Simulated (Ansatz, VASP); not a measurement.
Ag: VASP beside Ansatz

```xyz
1
Lattice="0.0000 1.6679 1.6679 1.6679 0.0000 1.6679 1.6679 1.6679 0.0000" Properties=species:S:1:pos:R:3 pbc="T T T"
Ag    0.0000    0.0000    0.0000
```

Change from the starting cell: volume scaled by 0.52, PAW files.

Alike in both runs: task single point; functional PBE; k mesh 16 × 16 × 16; occupations fermi-dirac, width 0.1 eV; no spin polarisation.

|  | VASP | Ansatz |
| --- | --- | --- |
| version | VASP 6.6.1 | Ansatz 0.2.0 |
| potentials or method | VASP PAW PBE potentials, release 64 (Ag) | PAW with Ansatz's default frozen-core files, scalar-relativistic |
| plane-wave cutoff (eV) | 520 | 420 |
| valence electrons in the cell | 11 | 19 |

```tsv
	VASP	Ansatz	Ansatz less VASP
pressure (GPa)	368.4	368.7	+0.30
```

Both programs put the cell under a high pressure, so it lies far from rest at this level. VASP's potentials hold 11 valence electrons a cell and Ansatz's 19, so a difference there can come from the potentials and not from the codes.

Noted on VASP's run: the cell as given lies far from equilibrium.
